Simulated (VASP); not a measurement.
Au:

```
CELL_PARAMETERS angstrom
-2.53576 2.53576 1.38453
2.53576 -2.53576 1.38453
2.53576 2.53576 -1.38453
ATOMIC_POSITIONS crystal
Au 0.00000 0.00000 0.00000
Au 0.75000 0.25000 0.50000
```

| Item | Value |
| --- | --- |
| Program | VASP 6.6.1 |
| Task | relaxation of cell and atoms |
| Functional | PBE |
| Potentials or basis | VASP PAW PBE potentials, release 64 (Au) |
| Cutoff | 600 eV |
| k mesh | 13 × 13 × 9 |
| Occupations | fermi-dirac, width 0.1 eV |
| Spin | no spin polarisation |

At the start: pressure 16.0 GPa; volume 17.81 Å³/atom.

Question: Where does the relaxation end?

Answer: Over 8 steps the energy falls by 112.8 meV/atom and the volume is 19.70 Å³/atom (+10.6 %); space group I4_1/amd (No. 141, to 0.1 Å) before and after.

The path:
```
step  energy change (eV)  largest force (eV/Å)  pressure (GPa)  volume (Å³)
   1              0.0000                0.0002           16.00        35.61
   2              0.0189                0.0011          -10.82        45.51
   3             -0.2089                0.0009           -1.42        39.83
   4             -0.2091                0.0009           -1.09        39.73
   5             -0.2255                0.0006            0.13        39.34
   6             -0.2255                0.0006            0.16        39.33
   7             -0.2255                0.0026           -0.13        39.42
   8             -0.2255                0.0021           -0.05        39.40
```

Final structure:
```cif
data_structure
_symmetry_space_group_name_H-M 'P 1'
_symmetry_Int_Tables_number 1
_cell_length_a 4.0301
_cell_length_b 4.0301
_cell_length_c 4.0288
_cell_angle_alpha 96.654
_cell_angle_beta 96.654
_cell_angle_gamma 140.185
_cell_volume 39.40
loop_
_atom_site_label
_atom_site_type_symbol
_atom_site_fract_x
_atom_site_fract_y
_atom_site_fract_z
_atom_site_occupancy
Au1 Au 0.00000 0.00000 0.00000 1
Au2 Au 0.75000 0.25000 0.50000 1
```
